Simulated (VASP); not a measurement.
# WSe2 in VASP: single point with PBE

Aim: the single point of WSe2 with PBE.

Everything below comes from runs of VASP 6.6.1. Logs are shortened: lines on timing, memory, paths and dates and some standing lists are left out, and cuts for length are marked.

## Step 1: The cell of the first run

The cell holds a slab with vacuum, 12 atoms: a = 3.321 Å, b = 3.321 Å, c = 38.770 Å, α = 90.00°, β = 90.00°, γ = 120.00°.

## Step 2: Single point, PBE

INCAR

```
SYSTEM = WSe2
PREC = Accurate
ENCUT = 520
EDIFF = 1E-6
ISMEAR = 0
SIGMA = 0.05
LREAL = .FALSE.
LASPH = .TRUE.
NELM = 100
ALGO = Normal
ISIF = 2
LWAVE = .FALSE.
LCHARG = .FALSE.
GGA = PE
NBANDS = 64
KPAR = 4
```

KPOINTS

```
regular mesh
0
G
  12 12 1
  0 0 0
```

POSCAR

```
WSe2
1.0
    3.3206779314      0.0000000000      0.0000000000
   -1.6603389657      2.8757914463      0.0000000000
    0.0000000000      0.0000000000     38.7701078913
W Se
4 8
Direct
    0.6666666667      0.3333333333      0.9017078408
    0.6666666667      0.3333333333      0.2946354236
    0.3333333333      0.6666666667      0.7053645764
    0.3333333333      0.6666666667      0.0982921592
    0.2875456002      0.6437728001      0.9420226923
    0.2875456002      0.6437728001      0.3349453869
    0.6208789335      0.3104394668      0.7456801248
    0.6208789335      0.3104394668      0.1386070715
    0.2875456002      0.6437728001      0.8554467591
    0.2875456002      0.6437728001      0.2483737058
    0.6208789335      0.3104394668      0.6591084437
    0.6208789335      0.3104394668      0.0520311383
```

Potentials or basis: VASP PAW PBE potentials, release 64 (W_sv, Se).

Run with:

```
$ cat potpaw_PBE.64/W_sv/POTCAR potpaw_PBE.64/Se/POTCAR > POTCAR
$ mpirun -np 4 vasp_std > vasp.out
```

OUTCAR:

```text
SYSTEM = WSe2
   PREC = Accurate
   ENCUT = 520
   EDIFF = 1E-6
   ISMEAR = 0
   LREAL = .FALSE.
   LASPH = .TRUE.
   NELM = 100
   ISIF = 2
   GGA = PE

 ion  position               nearest neighbor table
   1  0.667  0.333  0.902-   5 2.37   5 2.53   5 2.53   9 2.53   9 2.68   9 2.68
   2  0.667  0.333  0.295-   6 2.37   6 2.53   6 2.53  10 2.53  10 2.68  10 2.68
   3  0.333  0.667  0.705-   7 2.43   7 2.43   7 2.58  11 2.58  11 2.58  11 2.72
   4  0.333  0.667  0.098-   8 2.43   8 2.43   8 2.58  12 2.58  12 2.58  12 2.72
   5  0.288  0.644  0.942-   1 2.37   1 2.53   1 2.53
   6  0.288  0.644  0.335-   2 2.37   2 2.53   2 2.53
   7  0.621  0.310  0.746-   3 2.43   3 2.43   3 2.58
   8  0.621  0.310  0.139-   4 2.43   4 2.43   4 2.58
   9  0.288  0.644  0.855-   1 2.53   1 2.68   1 2.68
  10  0.288  0.644  0.248-   2 2.53   2 2.68   2 2.68
  11  0.621  0.310  0.659-   3 2.58   3 2.58   3 2.72
  12  0.621  0.310  0.052-   4 2.58   4 2.58   4 2.72

  LATTYP: Found a hexagonal cell.
 ALAT       =     3.3206779314
 C/A-ratio  =    11.6753592767

  Lattice vectors:

 A1 = (   3.3206779314,   0.0000000000,   0.0000000000)
 A2 = (  -1.6603389657,   2.8757914463,   0.0000000000)
 A3 = (   0.0000000000,   0.0000000000,  38.7701078913)

Analysis of symmetry for initial positions (statically):
=====================================================================
 Subroutine PRICEL returns:
 Original cell was already a primitive cell.

 Routine SETGRP: Setting up the symmetry group for a
 hexagonal supercell.

 Subroutine GETGRP returns: Found  2 space group operations
 (whereof  2 operations were pure point group operations)
 out of a pool of 24 trial point group operations.

The static configuration has the point symmetry C_1h.

Analysis of symmetry for dynamics (positions and initial velocities):
=====================================================================
 Subroutine PRICEL returns:
 Original cell was already a primitive cell.

 Routine SETGRP: Setting up the symmetry group for a
 hexagonal supercell.

 Subroutine GETGRP returns: Found  2 space group operations
 (whereof  2 operations were pure point group operations)
 out of a pool of 24 trial point group operations.

The dynamic configuration has the point symmetry C_1h.

 Subroutine INISYM returns: Found  2 space group operations
 (whereof  2 operations are pure point group operations),
 and found     1 'primitive' translations

[... 125 lines left out ...]
   NELECT =     104.0000    total number of electrons
   NUPDOWN=      -1.0000    fix difference up-down
   EMIN   =  10.00;   EMAX   =-10.00  energy-range for DOS
   EFERMI =   0.00;   METHOD = LEGACY
   ISMEAR =     0;   SIGMA  =   0.05  broadening in eV -4-tet -1-fermi 0-gaus
   EFERMI_NEDOS =   21; number of points for ismear=-14 and -15
   IALGO  =     38    algorithm
   IMIX   =      4    mixing-type and parameters
     AMIX     =   0.40;   BMIX     =  1.00
     AMIX_MAG =   1.60;   BMIX_MAG =  1.00
  volume/ion in A,a.u.               =      30.85       208.21
  Fermi-wavevector in a.u.,A,eV,Ry     =   1.072158  2.026085 15.640214  1.149523
  Thomas-Fermi vector in A             =   2.207920
   LORBIT       =      0    0 simple, 1 ext, 2 COOP (PROOUT), +10 PAW based schemes
   GGA     = PE    functional components
   LHFCALC =     F    Hartree Fock is set to
   AEXX    =    0.0000 exact exchange contribution
   IVDW    =     0    specifies the selected vdW correction
   LEPSILON=     F    determine dielectric tensor
   LRPA    =     F    only Hartree local field effects (RPA)
 non-spin polarized calculation
 Gauss-broadening in eV      SIGMA  =   0.05
  energy-cutoff  :      520.00
  volume of cell :      370.24
 maximum number of plane-waves:     10020
 NGX is ok and might be reduce to    28
   NGX = 13   NGY = 13   NGZ =145

 number of electron     104.0000000 magnetization

 Free energy of the ion-electron system (eV)
  ---------------------------------------------------
  ext. energy  EPLUGINS =         0.00000000
  ---------------------------------------------------
  free energy    TOTEN  =       -85.13500315 eV

  energy without entropy =      -85.13500315  energy(sigma->0) =      -85.13500315

 E-fermi :   2.6840     XC(G=0):  -7.6684

 val. band max:        2.2727265013   @ k =   0.3333   0.3333   0.0000
 cond. band min:       3.4563453247   @ k =   0.1667   0.1667   0.0000
 fundamental gap:      1.1836188234
 Fermi energy:         2.6840143232

 k-point     1 :       0.0000    0.0000    0.0000
  band No.  band energies     occupation
      1     -72.0451      2.00000
      2     -71.9479      2.00000
      3     -71.8615      2.00000
      4     -71.7634      2.00000
      5     -36.2830      2.00000
      6     -36.1905      2.00000
[... 1597 lines left out ...]
     63       5.5076      0.00000
     64       5.7018      0.00000

 [... further k-points ...]

------------------------ aborting loop because EDIFF is reached ----------------------------------------

  FORCE on cell =-STRESS in cart. coord.  units (eV):
  Direction    XX          YY          ZZ          XY          YZ          ZX
  --------------------------------------------------------------------------------------
  -------------------------------------------------------------------------------------
  Total        3.0299932      3.0997653      4.4165420     -0.0604244      1.4754132      2.5554881
  in kB       13.1120648     13.4139983     19.1122490     -0.2614821      6.3847383     11.0586799
  external PRESSURE =      15.2127707 kB  Pullay stress =       0.0000000 kB

 VOLUME and BASIS-vectors are now :
 -----------------------------------------------------------------------------
  energy-cutoff  :      520.00
  volume of cell :      370.24
      direct lattice vectors                 reciprocal lattice vectors
     3.320677931  0.000000000  0.000000000     0.301143327  0.173865181  0.000000000
    -1.660338966  2.875791446  0.000000000     0.000000000  0.347730362  0.000000000
     0.000000000  0.000000000 38.770107891     0.000000000  0.000000000  0.025793067

 POSITION                                       TOTAL-FORCE (eV/Angst)
 -----------------------------------------------------------------------------------
      1.66034      0.95860     34.95931        -2.154293     -1.243782     -3.290301
      1.66034      0.95860     11.42305        -2.156119     -1.244836     -3.294048
     -0.00000      1.91719     27.34706        -1.979250     -1.142720     -3.269512
     -0.00000      1.91719      3.81080        -1.978082     -1.142046     -3.267406
     -0.11403      1.85136     36.52232         1.374384      0.793501      2.102558
     -0.11403      1.85136     12.98587         1.375812      0.794325      2.105518
      1.54630      0.89276     28.91010         1.214729      0.701324      2.068026
      1.54630      0.89276      5.37381         1.214535      0.701212      2.068042
     -0.11403      1.85136     33.16576         0.779853      0.450248      1.187838
     -0.11403      1.85136      9.62948         0.780221      0.450461      1.188475
      1.54630      0.89276     25.55371         0.764623      0.441455      1.201510
      1.54630      0.89276      2.01725         0.763587      0.440857      1.199300
 -----------------------------------------------------------------------------------
    total drift:                               -0.000023     -0.000014     -0.000101

  FREE ENERGIE OF THE ION-ELECTRON SYSTEM (eV)
  ---------------------------------------------------
  free  energy   TOTEN  =       -85.1350031480 eV

  energy  without entropy=      -85.1350031480  energy(sigma->0) =      -85.13500315
```

OSZICAR:

```text
N       E                     dE             d eps       ncg     rms          rms(c)
DAV:   1     0.104475293417E+04    0.10448E+04   -0.54570E+04  6336   0.148E+03
DAV:   2    -0.918465393511E+01   -0.10539E+04   -0.10243E+04  6632   0.382E+02
DAV:   3    -0.858751180141E+02   -0.76690E+02   -0.75348E+02  6656   0.976E+01
[... 16 lines left out ...]
DAV:  20    -0.851349788427E+02   -0.28873E-04   -0.57716E-07  4144   0.217E-03    0.180E-03
DAV:  21    -0.851349923059E+02   -0.13463E-04   -0.21850E-07  3800   0.144E-03    0.775E-04
DAV:  22    -0.851350002856E+02   -0.79796E-05   -0.19186E-07  3800   0.103E-03    0.306E-04
DAV:  23    -0.851350026251E+02   -0.23395E-05   -0.74397E-08  3544   0.676E-04    0.309E-04
DAV:  24    -0.851350031480E+02   -0.52290E-06   -0.27856E-08  3352   0.404E-04
   1 F= -.85135003E+02 E0= -.85135003E+02  d E =-.161200E-32
```

Run time: 12 min. Hardware: 4 MPI ranks of Intel Xeon Platinum 8488C (Sapphire Rapids), shared host; peak memory 1 GiB.

Results:

- Free energy: -85.1350 eV
- Largest force: 4.129 eV/Å
- Band gap on the k mesh: 1.18 eV (least direct gap 1.26 eV)

Forces in eV/Å, atoms in the order of the input:
```
W   -2.154 -1.244 -3.290
W   -2.156 -1.245 -3.294
W   -1.979 -1.143 -3.270
W   -1.978 -1.142 -3.267
Se   1.374  0.794  2.103
Se   1.376  0.794  2.106
Se   1.215  0.701  2.068
Se   1.215  0.701  2.068
Se   0.780  0.450  1.188
Se   0.780  0.450  1.188
Se   0.765  0.441  1.202
Se   0.764  0.441  1.199
```

Caveat: the cell differs from its parent crystal (all Se atoms moved +0.175 Å, as atom 5 towards its neighbour atom 1 (W) at 2.548 Å); spin-orbit coupling is left out, which moves the levels of the heavy elements.
